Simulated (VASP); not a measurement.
# MnSi (P2_13) in VASP: notebook

The runs below take MnSi through single point, with PBE, r2SCAN.

All numbers are computed with VASP 6.6.1; they aren't measurements. Logs are shortened: lines on timing, memory, paths and dates and some standing lists are left out, and cuts for length are marked.

## Step 1: The cell of the first run

Symmetry: P2_13, No. 198, cubic system. Conventional cell: a = 4.518 Å, b = 4.518 Å, c = 4.518 Å, α = 90.00°, β = 90.00°, γ = 90.00°. Within 3.0 Å of Mn (site symmetry 3) lie 7 Si at 2.28 to 2.53 Å and 6 Mn at 2.77 Å. Within 3.0 Å of Si (site symmetry 3) lie 7 Mn at 2.28 to 2.53 Å and 6 Si at 2.79 Å.

## Step 2: Single point, PBE, collinear spin, ferromagnetic start

Contents of INCAR:

```
ALGO     = Normal         # electronic algorithm
EDIFF    = 1E-6           # SCF threshold, eV
ENCUT    = 520            # plane-wave cutoff, eV
GGA      = PE             # functional
ISIF     = 2              # what is computed and relaxed
ISMEAR   = 0              # smearing method
ISPIN    = 2              # spin polarisation
LASPH    = True           # aspherical terms in the spheres
LCHARG   = False          # write CHGCAR
LMAXMIX  = 4              # l up to which the mixer works
LORBIT   = 11             # projections on sites
LREAL    = False          # projectors in reciprocal space
LWAVE    = False          # write WAVECAR
MAGMOM   = 3.5 3.5 3.5 3.5 0 0 0 0 # initial moments
NBANDS   = 48             # bands
NELM     = 150            # most SCF steps
PREC     = Accurate       # precision mode
SIGMA    = 0.05           # smearing width, eV
```

Contents of KPOINTS:

```
k-points
0
Gamma
  4 4 4
```

Contents of POSCAR:

```
MnSi
1.0
    4.5176865426      0.0000000000      0.0000000000
    0.0000000000      4.5176865426      0.0000000000
    0.0000000000      0.0000000000      4.5176865426
Mn Si
4 4
Direct
    0.1364919279      0.1364919279      0.1364919279
    0.3635080721      0.8635080721      0.6364919279
    0.6364919279      0.3635080721      0.8635080721
    0.8635080721      0.6364919279      0.3635080721
    0.8453897747      0.8453897747      0.8453897747
    0.6546102253      0.1546102253      0.3453897747
    0.3453897747      0.6546102253      0.1546102253
    0.1546102253      0.3453897747      0.6546102253
```

Potentials or basis: VASP PAW PBE potentials, release 64 (Mn_pv, Si).

Started as:

```console
$ cat potpaw_PBE.64/Mn_pv/POTCAR potpaw_PBE.64/Si/POTCAR > POTCAR
$ mpirun -np 1 vasp_std > vasp.out
```

OUTCAR:

```text
EDIFF = 1E-6
   ENCUT = 520
   GGA = PE
   ISIF = 2
   ISMEAR = 0
   ISPIN = 2
   LASPH = True
   LORBIT = 11
   LREAL = False
   NELM = 150
   PREC = Accurate

 ion  position               nearest neighbor table
   1  0.136  0.136  0.136-   5 2.28   6 2.37   7 2.37   8 2.37   7 2.53   8 2.53   6 2.53   3 2.77
                             4 2.77   2 2.77   2 2.77   4 2.77   3 2.77
   2  0.364  0.864  0.636-   6 2.28   5 2.37   8 2.37   7 2.37   7 2.53   8 2.53   5 2.53   1 2.77
                             1 2.77   3 2.77   3 2.77   4 2.77   4 2.77
   3  0.636  0.364  0.864-   7 2.28   5 2.37   8 2.37   6 2.37   8 2.53   6 2.53   5 2.53   1 2.77
                             4 2.77   2 2.77   2 2.77   4 2.77   1 2.77
   4  0.864  0.636  0.364-   8 2.28   7 2.37   6 2.37   5 2.37   6 2.53   5 2.53   7 2.53   1 2.77
                             3 2.77   2 2.77   1 2.77   2 2.77   3 2.77
   5  0.845  0.845  0.845-   1 2.28   2 2.37   3 2.37   4 2.37   3 2.53   4 2.53   2 2.53   6 2.79
                             7 2.79   8 2.79   6 2.79   8 2.79   7 2.79
   6  0.655  0.155  0.345-   2 2.28   1 2.37   4 2.37   3 2.37   3 2.53   4 2.53   1 2.53   8 2.79
                             5 2.79   5 2.79   7 2.79   7 2.79   8 2.79
   7  0.345  0.655  0.155-   3 2.28   1 2.37   4 2.37   2 2.37   4 2.53   2 2.53   1 2.53   8 2.79
                             5 2.79   8 2.79   6 2.79   6 2.79   5 2.79
   8  0.155  0.345  0.655-   4 2.28   3 2.37   2 2.37   1 2.37   2 2.53   1 2.53   3 2.53   7 2.79
                             5 2.79   7 2.79   5 2.79   6 2.79   6 2.79

  LATTYP: Found a simple cubic cell.
 ALAT       =     4.5176865426

  Lattice vectors:

 A1 = (   4.5176865426,   0.0000000000,   0.0000000000)
 A2 = (   0.0000000000,   4.5176865426,   0.0000000000)
 A3 = (   0.0000000000,   0.0000000000,   4.5176865426)

Analysis of symmetry for initial positions (statically):
=====================================================================
 Subroutine PRICEL returns:
 Original cell was already a primitive cell.

 Routine SETGRP: Setting up the symmetry group for a
 simple cubic supercell.

 Subroutine GETGRP returns: Found 12 space group operations
 (whereof  3 operations were pure point group operations)
 out of a pool of 48 trial point group operations.

The static configuration has the point symmetry C_3 .
 The point group associated with its full space group is T   .

Analysis of symmetry for dynamics (positions and initial velocities):
=====================================================================
 Subroutine PRICEL returns:
 Original cell was already a primitive cell.

 Routine SETGRP: Setting up the symmetry group for a
 simple cubic supercell.

 Subroutine GETGRP returns: Found 12 space group operations
[... 165 lines left out ...]

  energy without entropy =      -61.43106067  energy(sigma->0) =      -61.43349975

 E-fermi :  11.2333     XC(G=0): -12.8220

 val. band max:       11.2094357984   @ k =   0.5000   0.5000   0.5000
 cond. band min:      11.2616706839   @ k =   0.2500   0.2500   0.0000
 fundamental gap:      0.0522348856
 Fermi energy:        11.2332852136

 spin component 1

 k-point     1 :       0.0000    0.0000    0.0000
  band No.  band energies     occupation
      1     -37.2765      1.00000
      2     -37.2765      1.00000
      3     -37.2765      1.00000
      4     -37.2029      1.00000
      5     -37.2029      1.00000
      6     -37.1954      1.00000
[... 528 lines left out ...]
     45      17.0802      0.00000
     46      17.0802      0.00000
 Fermi energy:        11.2332852136

 spin component 2

 k-point     1 :       0.0000    0.0000    0.0000
  band No.  band energies     occupation
      1     -36.2498      1.00000
      2     -36.2498      1.00000
      3     -36.2498      1.00000
      4     -36.1628      1.00000
      5     -36.0362      1.00000
      6     -36.0362      1.00000
[... 528 lines left out ...]
     45      17.3646      0.00000
     46      17.3646      0.00000
 [bands above 46 left out]

------------------------ aborting loop because EDIFF is reached ----------------------------------------

  FORCE on cell =-STRESS in cart. coord.  units (eV):
  Direction    XX          YY          ZZ          XY          YZ          ZX
  --------------------------------------------------------------------------------------
  -------------------------------------------------------------------------------------
  Total        0.0063628      0.0063628      0.0063628     -0.0000000      0.0000000     -0.0000000
  in kB        0.1105628      0.1105628      0.1105628     -0.0000000      0.0000000     -0.0000000
  external PRESSURE =       0.1105628 kB  Pullay stress =       0.0000000 kB

 VOLUME and BASIS-vectors are now :
 -----------------------------------------------------------------------------
  energy-cutoff  :      520.00
  volume of cell :       92.20
      direct lattice vectors                 reciprocal lattice vectors
     4.517686543  0.000000000  0.000000000     0.221352232  0.000000000  0.000000000
     0.000000000  4.517686543  0.000000000     0.000000000  0.221352232  0.000000000
     0.000000000  0.000000000  4.517686543     0.000000000  0.000000000  0.221352232

 POSITION                                       TOTAL-FORCE (eV/Angst)
 -----------------------------------------------------------------------------------
      0.61663      0.61663      0.61663         0.008163      0.008163      0.008163
      1.64222      3.90106      2.87547        -0.008163     -0.008163      0.008163
      2.87547      1.64222      3.90106         0.008163     -0.008163     -0.008163
      3.90106      2.87547      1.64222        -0.008163      0.008163     -0.008163
      3.81921      3.81921      3.81921        -0.004642     -0.004642     -0.004642
      2.95732      0.69848      1.56036         0.004642      0.004642     -0.004642
      1.56036      2.95732      0.69848        -0.004642      0.004642      0.004642
      0.69848      1.56036      2.95732         0.004642     -0.004642      0.004642
 -----------------------------------------------------------------------------------
    total drift:                               -0.000001     -0.000001      0.000000

  FREE ENERGIE OF THE ION-ELECTRON SYSTEM (eV)
  ---------------------------------------------------
  free  energy   TOTEN  =       -61.4359388208 eV

  energy  without entropy=      -61.4310606733  energy(sigma->0) =      -61.43349975

 total charge

# of ion       s       p       d       tot
------------------------------------------
    1        0.334   6.389   5.289  12.012
    2        0.334   6.389   5.289  12.012
    3        0.334   6.389   5.289  12.012
    4        0.334   6.389   5.289  12.012
    5        0.744   0.905   0.000   1.649
    6        0.744   0.905   0.000   1.649
    7        0.744   0.905   0.000   1.649
    8        0.744   0.905   0.000   1.649
--------------------------------------------------
tot          4.309  29.177  21.157  54.643

 magnetization (x)

# of ion       s       p       d       tot
------------------------------------------
    1        0.001   0.007   1.051   1.059
    2        0.001   0.007   1.051   1.059
    3        0.001   0.007   1.051   1.059
    4        0.001   0.007   1.051   1.059
    5       -0.013  -0.036   0.000  -0.048
    6       -0.013  -0.036   0.000  -0.048
    7       -0.013  -0.036   0.000  -0.048
    8       -0.013  -0.036   0.000  -0.048
--------------------------------------------------
tot         -0.048  -0.114   4.205   4.043
```

Run time: 1.9 min. Hardware: 1 thread of Intel Xeon Platinum 8375C at 2.90GHz (Ice Lake), shared host; peak memory 0.27 GiB.

Results:

```yaml
Free_energy: -61.4359 eV
Pressure: 0.0 GPa
Largest_force: 0.014 eV/Å
Band_gap_on_the_k_mesh: zero (filled and empty bands overlap)
Net_moment: 4.00 μB per cell
Site_moments: Mn +1.06; Si -0.05 μB
Valence_electrons_inside_the_program's_atomic_spheres: Mn 12.01; Si 1.65
```

Forces in eV/Å, atoms in the order of the input:
```
Mn   0.008  0.008  0.008
Mn  -0.008 -0.008  0.008
Mn   0.008 -0.008 -0.008
Mn  -0.008  0.008 -0.008
Si  -0.005 -0.005 -0.005
Si   0.005  0.005 -0.005
Si  -0.005  0.005  0.005
Si   0.005 -0.005  0.005
```

## Step 3: Single point, r2SCAN, collinear spin, ferromagnetic start (11.82 Å³/atom)

This run uses another cell than the first one, of 11.82 Å³/atom.

Contents of POSCAR:

```
MnSi
1.0
    4.5560329026      0.0000000000      0.0000000000
    0.0000000000      4.5560329026      0.0000000000
    0.0000000000      0.0000000000      4.5560329026
Mn Si
4 4
Direct
    0.1391777405      0.1391777405      0.1391777405
    0.3608222595      0.8608222595      0.6391777405
    0.6391777405      0.3608222595      0.8608222595
    0.8608222595      0.6391777405      0.3608222595
    0.8453909783      0.8453909783      0.8453909783
    0.6546090217      0.1546090217      0.3453909783
    0.3453909783      0.6546090217      0.1546090217
    0.1546090217      0.3453909783      0.6546090217
```

Contents of INCAR.step1:

```
SYSTEM = MnSi
PREC     = Accurate       ! precision mode
ENCUT    = 520            ! plane-wave cutoff, eV
ISMEAR   = 0              ! smearing method
SIGMA    = 0.05           ! smearing width, eV
LREAL    = .False.        ! projectors in reciprocal space
LASPH    = .True.         ! aspherical terms in the spheres
NELM     = 150            ! most SCF steps
ISPIN    = 2              ! spin polarisation
MAGMOM   = 2.42 2.42 2.42 2.42 0 0 0 0 ! initial moments
LMAXMIX  = 4              ! l up to which the mixer works
NBANDS   = 48             ! bands
GGA      = PE             ! functional
ALGO     = Normal         ! electronic algorithm
EDIFF    = 1E-4           ! SCF threshold, eV
LWAVE    = .True.         ! write WAVECAR
LCHARG   = .False.        ! write CHGCAR
```

Contents of INCAR.step2:

```
SYSTEM = MnSi
PREC     = Accurate       ! precision mode
ENCUT    = 520            ! plane-wave cutoff, eV
EDIFF    = 1E-6           ! SCF threshold, eV
ISMEAR   = 0              ! smearing method
SIGMA    = 0.05           ! smearing width, eV
LREAL    = .False.        ! projectors in reciprocal space
LASPH    = .True.         ! aspherical terms in the spheres
NELM     = 150            ! most SCF steps
ALGO     = Normal         ! electronic algorithm
ISIF     = 2              ! what is computed and relaxed
LWAVE    = .False.        ! write WAVECAR
LCHARG   = .True.         ! write CHGCAR
ISPIN    = 2              ! spin polarisation
MAGMOM   = 2.42 2.42 2.42 2.42 0 0 0 0 ! initial moments
LORBIT   = 11             ! projections on sites
LMAXMIX  = 4              ! l up to which the mixer works
METAGGA  = R2SCAN         ! meta-GGA
LMIXTAU  = .True.       
LELF     = .True.         ! ELF
LVHAR    = .True.       
NBANDS   = 48             ! bands
ISTART   = 1
```

Contents of KPOINTS:

```
regular mesh
0
Gamma
  8 8 8
  0 0 0
```

Potentials or basis: VASP PAW PBE potentials, release 64 (Mn_pv, Si).

Started as:

```console
$ cat potpaw_PBE.64/Mn_pv/POTCAR potpaw_PBE.64/Si/POTCAR > POTCAR
$ cp INCAR.step1 INCAR
$ mpirun -np 1 vasp_std > vasp.out
$ cp INCAR.step2 INCAR
$ mpirun -np 1 vasp_std > vasp.out
```

Wall time 28 min (1 thread of Oxide Virtual Turin-like, shared host); peak memory 0.4 GiB.

The run converged. Its results:

* Free energy: -96.5322 eV
* Pressure: -10.3 GPa
* Largest force: 0.540 eV/Å
* Net moment: 4.06 μB per cell
* Site moments: Mn +1.17; Si -0.08 μB
* Valence electrons inside the program's atomic spheres: Mn 11.97; Si 1.63

Forces on the atoms (eV/Å):
```
Mn  -0.312 -0.312 -0.312
Mn   0.312  0.312 -0.312
Mn  -0.312  0.312  0.312
Mn   0.312 -0.312  0.312
Si   0.029  0.029  0.029
Si  -0.029 -0.029  0.029
Si   0.029 -0.029 -0.029
Si  -0.029  0.029 -0.029
```

Levels at points of the mesh, in eV from the Fermi level:
Spin up:
```tsv
k point	band 32	band 33	band 34	band 35	band 36	band 37	band 38	band 39	band 40	band 41
(0.00, 0.00, 0.00)	-0.92	-0.92	-0.90	-0.90	-0.90	0.47	0.47	0.47	2.74	2.74
(0.50, 0.00, 0.00)	-1.77	-1.21	-1.21	-0.65	-0.65	0.09	0.09	1.53	1.53	1.92
(0.50, 0.50, 0.00)	-1.65	-1.44	-1.44	-1.13	-1.13	0.50	0.50	1.12	1.12	2.48
(0.50, 0.50, 0.50)	-1.34	-1.23	-1.23	-1.23	-1.23	0.42	0.42	0.42	0.42	5.40
```
Spin down:
| k point | band 28 | band 29 | band 30 | band 31 | band 32 | band 33 | band 34 | band 35 | band 36 | band 37 |
| --- | --- | --- | --- | --- | --- | --- | --- | --- | --- | --- |
| (0.00, 0.00, 0.00) | -2.02 | -1.64 | -1.64 | -1.64 | 0.80 | 0.80 | 0.80 | 1.21 | 1.21 | 1.65 |
| (0.50, 0.00, 0.00) | -1.99 | -1.23 | -1.23 | -0.41 | -0.41 | 0.75 | 0.75 | 0.98 | 0.98 | 1.13 |
| (0.50, 0.50, 0.00) | -1.01 | -0.63 | -0.63 | -0.45 | -0.45 | -0.33 | -0.33 | 0.79 | 0.79 | 1.47 |
| (0.50, 0.50, 0.50) | -1.91 | 0.12 | 0.12 | 0.12 | 0.12 | 0.27 | 0.27 | 0.27 | 0.27 | 1.21 |

Caveat: the cell stands under tension; the PAW data sets were made with another functional, which shifts forces and pressure a little.

The gap in the log of VASP goes by the Fermi energy; the results here count the filled bands.